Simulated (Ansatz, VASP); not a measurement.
# Two plane-wave programs on Zr2HS4

```xyz
14
Lattice="7.2977 0.0000 0.0000 -3.6488 6.3200 0.0000 0.0000 0.0000 20.9172" Properties=species:S:1:pos:R:3 pbc="T T T"
S     1.8244    1.0533    4.0000
S     0.0000    4.2133    4.0000
S     5.4733    1.0533    4.0000
S     3.6488    4.2133    4.0000
S     0.0000    2.1067    6.9172
S    -1.8244    5.2666    6.9172
S     3.6488    2.1067    6.9172
S     1.8244    5.2666    6.9172
Zr    0.0000    0.0000    5.4586
Zr   -1.8244    3.1600    5.4586
Zr    3.6488    0.0000    5.4586
Zr    1.8244    3.1600    5.4586
H     0.0000    4.3421    7.6872
H     0.0000    6.1911    7.6872
```

Alike in both runs: task single point; functional PBE; dispersion D3(BJ); k mesh 6 × 6 × 1; occupations gaussian, width 0.05 eV; no spin polarisation.

|  | VASP | Ansatz |
| --- | --- | --- |
| version | VASP 6.6.1 | Ansatz 0.2.0 |
| potentials or method | VASP PAW PBE potentials, release 64 (S, Zr_sv, H), cutoff 400 eV | scalar-relativistic, plane waves, PAW |
| valence electrons in the cell | 98 | 98 |

Ansatz gave:

```
rms of the force components (eV/Å) : 0.335
```

Task: Which values does VASP return?

Result: rms of the force components (eV/Å): 0.337.
